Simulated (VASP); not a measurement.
# ScAl3N3 in VASP: notebook

ScAl3N3 is run at these levels: PBE; tasks: single point.

Everything below comes from runs of VASP 6.6.1. Logs are shortened: lines on timing, memory, paths and dates and some standing lists are left out, and cuts for length are marked.

**1. The cell of the first run**

Symmetry: P6/mmm, No. 191, hexagonal system. The conventional cell has a = 5.135 Å, b = 5.135 Å, c = 3.850 Å, α = 90.00°, β = 90.00°, γ = 120.00°. Within 2.6 Å of Sc (site symmetry 6/mmm) lie 2 N at 1.93 Å. Within 3.2 Å of Al (site symmetry mmm) lie 6 N at 2.43 to 2.57 Å and 4 Al at 2.57 Å. N (site symmetry -6m2) has 6 Al at 2.43 Å and 3 N at 2.96 Å and 3 Sc at 2.96 Å within 3.2 Å. N (site symmetry 6/mmm) has 2 Sc at 1.93 Å and 6 Al at 2.57 Å within 2.6 Å.

**2. Single point, PBE**

INCAR reads:

```
  PREC = Accurate
  ENCUT = 600
  EDIFF = 1E-6
  ISMEAR = 0
  SIGMA = 0.2
  LREAL = F
  LASPH = T
  NELM = 120
  ALGO = Normal
  ISIF = 2
  LWAVE = F
  LCHARG = F
  GGA = PE
  NBANDS = 26
  GGA_COMPAT = F
```

KPOINTS reads:

```
Automatic mesh
0
Gamma
  4 4 3
```

POSCAR reads:

```
ScAl3N3
1.0
    5.1349226722      0.0000000000      0.0000000000
   -2.5674613361      4.4469734806      0.0000000000
    0.0000000000      0.0000000000      3.8503272811
Sc Al N
1 3 3
Direct
    0.0000000000      0.0000000000      0.5000000000
    0.5000000000      0.0000000000      0.0000000000
    0.0000000000      0.5000000000      0.0000000000
    0.5000000000      0.5000000000      0.0000000000
    0.3333333333      0.6666666667      0.5000000000
    0.6666666667      0.3333333333      0.5000000000
    0.0000000000      0.0000000000      0.0000000000
```

Potentials or basis: VASP PAW PBE potentials, release 64 (Sc_sv, Al, N).

The run is started by

```
> cat potpaw_PBE.64/Sc_sv/POTCAR potpaw_PBE.64/Al/POTCAR potpaw_PBE.64/N/POTCAR > POTCAR
> mpirun -np 1 vasp_std > vasp.out
```

OUTCAR:

```text
PREC = Accurate
   ENCUT = 600
   EDIFF = 1E-6
   ISMEAR = 0
   LREAL = F
   LASPH = T
   NELM = 120
   ISIF = 2
   GGA = PE

 ion  position               nearest neighbor table
   1  0.000  0.000  0.500-   7 1.93   7 1.93   2 3.21   2 3.21   2 3.21   2 3.21   4 3.21   3 3.21
                             3 3.21   3 3.21   4 3.21   3 3.21   4 3.21   4 3.21
   2  0.500  0.000  0.000-   5 2.43   6 2.43   5 2.43   6 2.43   7 2.57   7 2.57   3 2.57   4 2.57
                             4 2.57   3 2.57   1 3.21   1 3.21   1 3.21   1 3.21
   3  0.000  0.500  0.000-   5 2.43   6 2.43   5 2.43   6 2.43   4 2.57   4 2.57   7 2.57   7 2.57
                             2 2.57   2 2.57   1 3.21   1 3.21   1 3.21   1 3.21
   4  0.500  0.500  0.000-   5 2.43   6 2.43   5 2.43   6 2.43   3 2.57   3 2.57   7 2.57   2 2.57
                             2 2.57   7 2.57   1 3.21   1 3.21   1 3.21   1 3.21
   5  0.333  0.667  0.500-   3 2.43   3 2.43   2 2.43   2 2.43   4 2.43   4 2.43
   6  0.667  0.333  0.500-   3 2.43   3 2.43   2 2.43   2 2.43   4 2.43   4 2.43
   7  0.000  0.000  0.000-   1 1.93   1 1.93   2 2.57   2 2.57   3 2.57   3 2.57   4 2.57   4 2.57

  LATTYP: Found a hexagonal cell.
 ALAT       =     5.1349226722
 C/A-ratio  =     0.7498315996

  Lattice vectors:

 A1 = (   5.1349226722,   0.0000000000,   0.0000000000)
 A2 = (  -2.5674613361,   4.4469734806,   0.0000000000)
 A3 = (   0.0000000000,   0.0000000000,   3.8503272811)

Analysis of symmetry for initial positions (statically):
=====================================================================
 Subroutine PRICEL returns:
 Original cell was already a primitive cell.

 Routine SETGRP: Setting up the symmetry group for a
 hexagonal supercell.

 Subroutine GETGRP returns: Found 24 space group operations
 (whereof 24 operations were pure point group operations)
 out of a pool of 24 trial point group operations.

The static configuration has the point symmetry D_6h.

Analysis of symmetry for dynamics (positions and initial velocities):
=====================================================================
 Subroutine PRICEL returns:
 Original cell was already a primitive cell.

 Routine SETGRP: Setting up the symmetry group for a
 hexagonal supercell.

 Subroutine GETGRP returns: Found 24 space group operations
 (whereof 24 operations were pure point group operations)
 out of a pool of 24 trial point group operations.

The dynamic configuration has the point symmetry D_6h.

 Subroutine INISYM returns: Found 24 space group operations
 (whereof 24 operations are pure point group operations),
 and found     1 'primitive' translations

----------------------------------------------------------------------------------------

                                     Primitive cell

  volume of cell :      87.9217

  direct lattice vectors                    reciprocal lattice vectors
     5.134922672  0.000000000  0.000000000     0.194744900  0.112436020  0.000000000
    -2.567461336  4.446973481  0.000000000     0.000000000  0.224872040  0.000000000
     0.000000000  0.000000000  3.850327281     0.000000000  0.000000000  0.259718182

  length of vectors
     5.134922672  5.134922672  3.850327281     0.224872040  0.224872040  0.259718182

  position of ions in fractional coordinates (direct lattice)
     0.000000000  0.000000000  0.500000000
     0.500000000  0.000000000  0.000000000
     0.000000000  0.500000000  0.000000000
     0.500000000  0.500000000  0.000000000
     0.333333333  0.666666667  0.500000000
     0.666666667  0.333333333  0.500000000
     0.000000000  0.000000000  0.000000000

  ion indices of the primitive-cell ions
   primitive index   ion index
                 1           1
                 2           2
                 3           3
                 4           4
                 5           5
                 6           6
                 7           7

----------------------------------------------------------------------------------------

 KPOINTS: Automatic mesh

Automatic generation of k-mesh.
 Grid dimensions read from file:
 generate k-points for:    4    4    3

 Generating k-lattice:

  Cartesian coordinates                     Fractional coordinates (reciprocal lattice)
     0.048686225  0.028109005  0.000000000     0.250000000  0.000000000  0.000000000
     0.000000000  0.056218010  0.000000000     0.000000000  0.250000000  0.000000000
     0.000000000  0.000000000  0.086572727     0.000000000  0.000000000  0.333333333

  Length of vectors
     0.056218010  0.056218010  0.086572727

  Shift w.r.t. Gamma in fractional coordinates (k-lattice)
     0.000000000  0.000000000  0.000000000

 Subroutine IBZKPT returns following result:
 ===========================================

 Found      8 irreducible k-points:

 Following reciprocal coordinates:
            Coordinates               Weight
  0.000000  0.000000  0.000000      1.000000
  0.250000  0.000000  0.000000      6.000000
  0.500000  0.000000  0.000000      3.000000
  0.250000  0.250000  0.000000      6.000000
  0.000000  0.000000  0.333333      2.000000
  0.250000  0.000000  0.333333     12.000000
  0.500000  0.000000  0.333333      6.000000
  0.250000  0.250000  0.333333     12.000000
   k-points           NKPTS =      8   k-points in BZ     NKDIM =      8   number of bands    NBANDS=     26
   number of dos      NEDOS =    301   number of ions     NIONS =      7
   total plane-waves  NPLWV =  56448
   dimension x,y,z NGX =    42 NGY =   42 NGZ =   32
   dimension x,y,z NGXF=    84 NGYF=   84 NGZF=   64
   ions per type =               1   3   3
   NGX,Y,Z   is equivalent  to a cutoff of  13.60, 13.60, 13.82 a.u.
   NGXF,Y,Z  is equivalent  to a cutoff of  27.20, 27.20, 27.63 a.u.
 SYSTEM =  unknown system
   PREC   = accura    normal or accurate (medium, high low for compatibility)
   ISTART =      0    job   : 0-new  1-cont  2-samecut
   ICHARG =      2    charge: 1-file 2-atom 10-const
   ISPIN  =      1    spin polarized calculation?
   LNONCOLLINEAR =      F non collinear calculations
   LSORBIT =      F    spin-orbit coupling
   LASPH  =      T    aspherical Exc in radial PAW
   ENCUT  =  600.0 eV  44.10 Ry    6.64 a.u.  10.26 10.26  7.69*2*pi/ulx,y,z
   NELM   =    120;   NELMIN=  2; NELMDL= -5     # of ELM steps
   EDIFF  = 0.1E-05   stopping-criterion for ELM
   LREAL  =      F    real-space projection
   EDIFFG = 0.1E-04   stopping-criterion for IOM
   NSW    =      0    number of steps for IOM
   IBRION =     -1    ionic relax: 0-MD 1-quasi-New 2-CG
   NFREE  =      0    steps in history (QN), initial steepest desc. (CG)
   ISIF   =      2    stress and relaxation
   ISYM   =      2    0-nonsym 1-usesym 2-fastsym
   POTIM  = 0.5000    time-step for ionic-motion
   TEBEG  =    0.0;   TEEND  =   0.0 temperature during run
   PSTRESS=    0.0 pullay stress
   NELECT =      35.0000    total number of electrons
   NUPDOWN=      -1.0000    fix difference up-down
   EMIN   =  10.00;   EMAX   =-10.00  energy-range for DOS
   EFERMI =   0.00;   METHOD = LEGACY
   ISMEAR =     0;   SIGMA  =   0.20  broadening in eV -4-tet -1-fermi 0-gaus
   EFERMI_NEDOS =   21; number of points for ismear=-14 and -15
   IALGO  =     38    algorithm
   IMIX   =      4    mixing-type and parameters
     AMIX     =   0.40;   BMIX     =  1.00
     AMIX_MAG =   1.60;   BMIX_MAG =  1.00
  volume/ion in A,a.u.               =      12.56        84.76
  Fermi-wavevector in a.u.,A,eV,Ry     =   1.204293  2.275784 19.732822  1.450322
  Thomas-Fermi vector in A             =   2.340022
   LORBIT       =      0    0 simple, 1 ext, 2 COOP (PROOUT), +10 PAW based schemes
   GGA     = PE    functional components
   LHFCALC =     F    Hartree Fock is set to
   AEXX    =    0.0000 exact exchange contribution
   IVDW    =     0    specifies the selected vdW correction
   LEPSILON=     F    determine dielectric tensor
   LRPA    =     F    only Hartree local field effects (RPA)
 non-spin polarized calculation
 Gauss-broadening in eV      SIGMA  =   0.20
  energy-cutoff  :      600.00
  volume of cell :       87.92
 maximum number of plane-waves:      2940
 NGX is ok and might be reduce to    42
   NGX = 21   NGY = 21   NGZ = 15

 number of electron      35.0000000 magnetization

 Free energy of the ion-electron system (eV)
  ---------------------------------------------------
  ext. energy  EPLUGINS =         0.00000000
  ---------------------------------------------------
  free energy    TOTEN  =       -40.58576891 eV

  energy without entropy =      -40.55795494  energy(sigma->0) =      -40.57186192

 E-fermi :   7.6601     XC(G=0): -10.8882

 val. band max:        7.3185619384   @ k =   0.2500   0.0000   0.3333
 cond. band min:       7.7185338126   @ k =   0.2500   0.0000   0.3333
 fundamental gap:      0.3999718742
 Fermi energy:         7.6601396426

 k-point     1 :       0.0000    0.0000    0.0000
  band No.  band energies     occupation
      1     -42.6968      2.00000
      2     -21.4202      2.00000
      3     -21.4202      2.00000
      4     -21.3794      2.00000
      5      -8.3597      2.00000
      6      -6.9520      2.00000
[... 18 lines left out ...]
     25      10.2350      0.00000
     26      12.1687      0.00000

 k-point     2 :       0.2500    0.0000    0.0000
  band No.  band energies     occupation
      1     -42.6968      2.00000
      2     -21.4222      2.00000
      3     -21.4206      2.00000
      4     -21.3793      2.00000
      5      -8.1261      2.00000
      6      -7.0291      2.00000
[... 18 lines left out ...]
     25      11.1891      0.00000
[... 144 lines left out ...]
     25      10.6001      0.00000
     26      10.7512      0.00000

 k-point     8 :       0.2500    0.2500    0.3333
  band No.  band energies     occupation
      1     -42.6935      2.00000
      2     -21.5025      2.00000
      3     -21.4153      2.00000
      4     -21.4139      2.00000
      5      -6.9143      2.00000
      6      -6.5670      2.00000
[... 18 lines left out ...]
     25      10.6678      0.00000
     26      10.8027      0.00000

------------------------ aborting loop because EDIFF is reached ----------------------------------------

  FORCE on cell =-STRESS in cart. coord.  units (eV):
  Direction    XX          YY          ZZ          XY          YZ          ZX
  --------------------------------------------------------------------------------------
  -------------------------------------------------------------------------------------
  Total       -0.0509819     -0.0509819      0.4473567      0.0000000      0.0000000      0.0000000
  in kB       -0.9290323     -0.9290323      8.1520807      0.0000000      0.0000000      0.0000000
  external PRESSURE =       2.0980054 kB  Pullay stress =       0.0000000 kB

 VOLUME and BASIS-vectors are now :
 -----------------------------------------------------------------------------
  energy-cutoff  :      600.00
  volume of cell :       87.92
      direct lattice vectors                 reciprocal lattice vectors
     5.134922672  0.000000000  0.000000000     0.194744900  0.112436020  0.000000000
    -2.567461336  4.446973481  0.000000000     0.000000000  0.224872040  0.000000000
     0.000000000  0.000000000  3.850327281     0.000000000  0.000000000  0.259718182

 POSITION                                       TOTAL-FORCE (eV/Angst)
 -----------------------------------------------------------------------------------
      0.00000      0.00000      1.92516         0.000000      0.000000      0.000000
      2.56746      0.00000      0.00000         0.000000      0.000000      0.000000
     -1.28373      2.22349      0.00000         0.000000      0.000000      0.000000
      1.28373      2.22349      0.00000         0.000000      0.000000      0.000000
     -0.00000      2.96465      1.92516        -0.000000     -0.000000      0.000000
      2.56746      1.48232      1.92516         0.000000      0.000000      0.000000
      0.00000      0.00000      0.00000         0.000000      0.000000      0.000000
 -----------------------------------------------------------------------------------
    total drift:                               -0.000000      0.000000      0.000000

  FREE ENERGIE OF THE ION-ELECTRON SYSTEM (eV)
  ---------------------------------------------------
  free  energy   TOTEN  =       -40.5857689100 eV

  energy  without entropy=      -40.5579549389  energy(sigma->0) =      -40.57186192
```

Wall time 32 s (1 thread of Intel Xeon Platinum 8259CL at 2.50GHz (Skylake/Cascade Lake), shared host); peak memory 0.23 GiB.

What came out:

| Item | Value |
| --- | --- |
| Free energy | -40.5858 eV |
| Pressure | 0.2 GPa |

Caveat: the k points lie up to 0.54 Å⁻¹ apart.

**3. Single point, PBE**

This run uses another cell than the first one, of 12.81 Å³/atom, 1.020 times its volume.

INCAR reads:

```
PREC = Accurate
ENCUT = 600
EDIFF = 1E-6
ISMEAR = 0
SIGMA = 0.2
LREAL = F
LASPH = T
NELM = 120
ALGO = Normal
ISIF = 2
LWAVE = F
LCHARG = T
GGA = PE
LELF = T
LVHAR = T
NBANDS = 26
GGA_COMPAT = F
```

KPOINTS reads:

```
regular mesh
0
Gamma
  4 4 3
```

POSCAR reads:

```
ScAl3N3
1.0
    5.2508946570     -0.0000000033      0.0000000000
   -2.6254473257      4.5474081672      0.0000000000
    0.0000000000      0.0000000000      3.7564033289
Sc Al N
1 3 3
Direct
    0.0000000000      0.0000000000      0.4821222939
    0.5000000000      0.0000000000     -0.0179232436
    0.0000000000      0.5000000000     -0.0179232436
    0.5000000000      0.5000000000     -0.0179232436
    0.5000000000      0.0000000000      0.4820737624
    0.0000000000      0.5000000000      0.4820737624
    0.5000000000      0.5000000000      0.4820737624
```

Potentials or basis: VASP PAW PBE potentials, release 64 (Sc_sv, Al, N).

The run is started by

```
> cat potpaw_PBE.64/Sc_sv/POTCAR potpaw_PBE.64/Al/POTCAR potpaw_PBE.64/N/POTCAR > POTCAR
> mpirun -np 1 vasp_std > vasp.out
```

It took 62 s on 1 thread of Intel Xeon Platinum 8259CL at 2.50GHz (Skylake/Cascade Lake), shared host; peak memory 0.23 GiB.

It converged, with:

```yaml
Free_energy: -40.3678 eV
Pressure: 0.2 GPa
```

Stress tensor (GPa, compression positive):
```
 0.46  0.00  0.00
 0.00  0.46  0.00
 0.00  0.00 -0.29
```

Levels at points of the mesh, in eV from the Fermi level:
```csv
k point,band 13,band 14,band 15,band 16,band 17,band 18,band 19,band 20,band 21,band 22
"(0.00, 0.00, 0.00)",-3.60,-3.60,-0.32,0.50,0.73,0.73,1.44,1.59,1.59,1.76
"(0.50, 0.00, 0.00)",-3.69,-3.29,-3.05,-1.30,-1.26,0.44,0.49,1.54,2.08,2.47
```

Caveat: the k points lie up to 0.56 Å⁻¹ apart.
